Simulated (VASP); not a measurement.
## YN: single point with PBE

Crystal: YN.

```
Y N
1.0
     0.00000    2.38914    2.38914
     2.38914    0.00000    2.38914
     2.38914    2.38914    0.00000
Y N
1 1
Direct
  0.00000 0.00000 0.00000
  0.50000 0.50000 0.50000
```

```
Program                : VASP 6.6.1
Task                   : single point
Functional             : PBE
Potentials or basis    : VASP PAW PBE potentials, release 64 (Y_sv, N)
Cutoff                 : 600 eV
k mesh                 : 9 × 9 × 9
Occupations            : fermi-dirac, width 0.03 eV
Spin                   : no spin polarisation
Dipole correction      : no
Further INCAR settings : ALGO = Normal; EDIFF = 1e-06; NBANDS = 15
```

```yaml
Pressure: 14.6 GPa
Band_gap_on_the_k_mesh: 0.12 eV (least direct gap 0.47 eV)
```

Levels at points of the mesh, in eV from the valence-band top:
```
           k point  band 6  band 7  band 8  band 9  band 10  band 11
(0.00, 0.00, 0.00)    0.00    0.00    0.00    3.24     3.24     3.24
```

Run time: 31 s on 1 thread of Intel(R) Xeon(R) Platinum 8488C (Sapphire Rapids) (shared host), peak memory 0.18 GiB.

Caveat: the cell stands under pressure; an odd mesh through Γ misses points on the zone boundary, where band edges can lie.
